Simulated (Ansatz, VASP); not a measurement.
**One calculation of WSe2, two programs**

Contents of INCAR:

```
SYSTEM = WSe2
ALGO = Normal
EDIFF = 1E-6
ENCUT = 520
GGA = PS
ISIF = 2
ISMEAR = 0
LASPH = .True.
LCHARG = .False.
LREAL = .False.
LWAVE = .False.
NBANDS = 35
NELM = 100
PREC = Accurate
SIGMA = 0.05
```

The input KPOINTS:

```
k-points
0
Gamma
  9 9 2
  0 0 0
```

The input POSCAR:

```
WSe2
1.0
   -3.2711504052      0.0000000000      0.0000000000
   -1.6355752026     -2.8328993505      0.0000000000
   -0.8179511588     -0.4722443217     13.2206689562
W Se
2 4
Direct
    0.2083083333      0.2083083333      0.7500000000
    0.6249916667      0.6249916667      0.2500000000
    0.3127648569      0.3127648569      0.1233861811
    0.5627481903      0.5627481903      0.6233861811
    0.2705518097      0.2705518097      0.3766138189
    0.5205351431      0.5205351431      0.8766138189
```

Input for Ansatz:

```yaml
crystal:
  lattice:
    - [-3.2711504052, 0.0, 0.0]
    - [-1.6355752026, -2.8328993505, 0.0]
    - [-0.8179511588, -0.4722443217, 13.2206689562]
  atoms:
    - { symbol: W, position: [0.2083083333, 0.2083083333, 0.75] }
    - { symbol: W, position: [0.6249916667, 0.6249916667, 0.25] }
    - { symbol: Se, position: [0.3127648569, 0.3127648569, 0.1233861811] }
    - { symbol: Se, position: [0.5627481903, 0.5627481903, 0.6233861811] }
    - { symbol: Se, position: [0.2705518097, 0.2705518097, 0.3766138189] }
    - { symbol: Se, position: [0.5205351431, 0.5205351431, 0.8766138189] }
basis:
  ecutwfc: 420
kpoints:
  mp_grid: { grid: [9, 9, 2] }
hamiltonian:
  xc: pbesol
scf:
  occupations: { method: gaussian, width: 0.05 }
output:
  forces: true
  stress: true
  eigenvalues: true
```

Alike in both runs: task single point; functional PBEsol; k mesh 9 × 9 × 2; occupations gaussian, width 0.05 eV; no spin polarisation.

|  | VASP | Ansatz |
| --- | --- | --- |
| version | VASP 6.6.1 | Ansatz 0.2.0 |
| potentials or method | VASP PAW PBE potentials, release 64 (W_sv, Se), cutoff 520 eV | scalar-relativistic, plane waves, PAW |
| valence electrons in the cell | 52 | 92 |

VASP gave:

| Property | Result |
| --- | --- |
| gap on the k mesh at the Fermi level (eV) | 1.10 |
| least direct gap on the mesh (eV) | 1.61 |
| pressure (GPa) | 0.8 |
| traceless stress, the component that is largest in VASP (GPa) | 0.64 |
| rms of the force components (eV/Å) | 0.046 |

Task: What did Ansatz give for the same quantities?

Result: gap on the k mesh at the Fermi level (eV): 1.10; least direct gap on the mesh (eV): 1.61; pressure (GPa): 0.4; traceless stress, the component that is largest in VASP (GPa): 0.55; rms of the force components (eV/Å): 0.055.

VASP's potentials were made for PBE, not for PBEsol. Atom by atom the forces differ by 0.029 eV/Å (rms over components). VASP's potentials hold 52 valence electrons a cell and Ansatz's 92, so a difference there can come from the potentials and not from the codes.

Spin-orbit coupling is off throughout.
